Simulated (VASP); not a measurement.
Here is a VASP 6.6.1 calculation.

POSCAR

```
Ag
1.0
    0.0000000000      2.0427500000      2.0427500000
    2.0427500000      0.0000000000      2.0427500000
    2.0427500000      2.0427500000      0.0000000000
Ag
1
Direct
    0.0000000000      0.0000000000      0.0000000000
```

File INCAR.step1:

```
  PREC = Accurate
  ENCUT = 520
  ISMEAR = 0
  SIGMA = 0.1
  LREAL = False
  LASPH = True
  NELM = 100
  NBANDS = 12
  GGA = PE
  ALGO = Normal
  EDIFF = 1E-4
  LWAVE = True
  LCHARG = False
```

Contents of INCAR.step2:

```
  PREC = Accurate
  ENCUT = 520
  EDIFF = 1E-6
  ISMEAR = 0
  SIGMA = 0.1
  LREAL = False
  LASPH = True
  NELM = 100
  ALGO = Normal
  ISIF = 2
  LWAVE = False
  LCHARG = False
  METAGGA = R2SCAN
  LMIXTAU = True
  NBANDS = 12
  ISTART = 1
```

File KPOINTS:

```
Automatic mesh
0
Gamma
  8 8 8
```

Potentials or basis: VASP PAW PBE potentials, release 64 (Ag).

Launch:

```bash
$ cat potpaw_PBE.64/Ag/POTCAR > POTCAR
$ cp INCAR.step1 INCAR
$ mpirun -np 1 vasp_std > vasp.out
$ cp INCAR.step2 INCAR
$ mpirun -np 1 vasp_std > vasp.out
```

Question: Estimate the pressure.

Answer: 2.2 GPa.

Caveat: the PAW data sets were made with another functional, which shifts forces and pressure a little.
